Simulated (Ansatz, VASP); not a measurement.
**One calculation of AlIn2B2As, two programs**

File INCAR:

```
  PREC = Accurate
  ENCUT = 600
  EDIFF = 1E-6
  ISMEAR = 0
  SIGMA = 0.1
  LREAL = F
  LASPH = T
  NELM = 60
  ALGO = Normal
  ISIF = 3
  LWAVE = F
  LCHARG = F
  GGA = PE
  IBRION = 2
  NSW = 100
  EDIFFG = -0.01
```

The input KPOINTS:

```
regular mesh
0
Gamma
  6 6 8
```

Contents of POSCAR:

```
AlIn2B2As
1.0
    4.1656062188     -3.7425368087      0.0000000000
    4.1656062188      3.7425368087      0.0000000000
   -1.9226143718      0.0000000000      3.7531530630
Al In B As
1 2 2 1
Direct
    0.9589127603      0.9589127603      0.7199916878
    0.4132836686      0.8941858916      0.4164181184
    0.8941858916      0.4132836686      0.4164181184
    0.7633484328      0.7633484328      0.1768862184
    0.9812635076      0.9812635076      0.2311919257
    0.5089267292      0.5089267292      0.7435538114
```

Input for Ansatz:

```yaml
crystal:
  lattice:
    - [4.1656062188, -3.7425368087, 0.0]
    - [4.1656062188, 3.7425368087, 0.0]
    - [-1.9226143718, 0.0, 3.753153063]
  atoms:
    - { symbol: Al, position: [0.9589127603, 0.9589127603, 0.7199916878] }
    - { symbol: In, position: [0.4132836686, 0.8941858916, 0.4164181184] }
    - { symbol: In, position: [0.8941858916, 0.4132836686, 0.4164181184] }
    - { symbol: B, position: [0.7633484328, 0.7633484328, 0.1768862184] }
    - { symbol: B, position: [0.9812635076, 0.9812635076, 0.2311919257] }
    - { symbol: As, position: [0.5089267292, 0.5089267292, 0.7435538114] }
basis:
  ecutwfc: 420
kpoints:
  mp_grid: { grid: [6, 6, 8] }
hamiltonian:
  xc: pbe
scf:
  occupations: { method: gaussian, width: 0.1 }
output:
  forces: true
  stress: true
  eigenvalues: true
relax:
  adjacent_minimum: "off"
  f_tol: 0.01
  max_steps: 80
  cell: { stress_tol: 0.05 }
```

Alike in both runs: task relaxation of cell and atoms; functional PBE; k mesh 6 × 6 × 8; occupations gaussian, width 0.1 eV; no spin polarisation.

|  | VASP | Ansatz |
| --- | --- | --- |
| version | VASP 6.6.1 | Ansatz 0.2.0 |
| potentials or method | VASP PAW PBE potentials, release 64 (Al, In_d, B, As), cutoff 600 eV | scalar-relativistic, plane waves, PAW |
| valence electrons in the cell | 40 | 50 |

|  | VASP | Ansatz | Ansatz less VASP |
| --- | --- | --- | --- |
| gap on the k mesh at the Fermi level, each at its own relaxed structure (eV) | none | none | - |
| relaxed volume (Å³/atom) | 19.81 | 19.81 | 0.000 |
| relaxed length of the cell vector where the two differ most in proportion (Å) | 5.628 | 5.629 | +0.0011 |

A gap of «none» marks a metal or a gap that the smearing closes. VASP's potentials hold 40 valence electrons a cell and Ansatz's 50, so a difference there can come from the potentials and not from the codes.
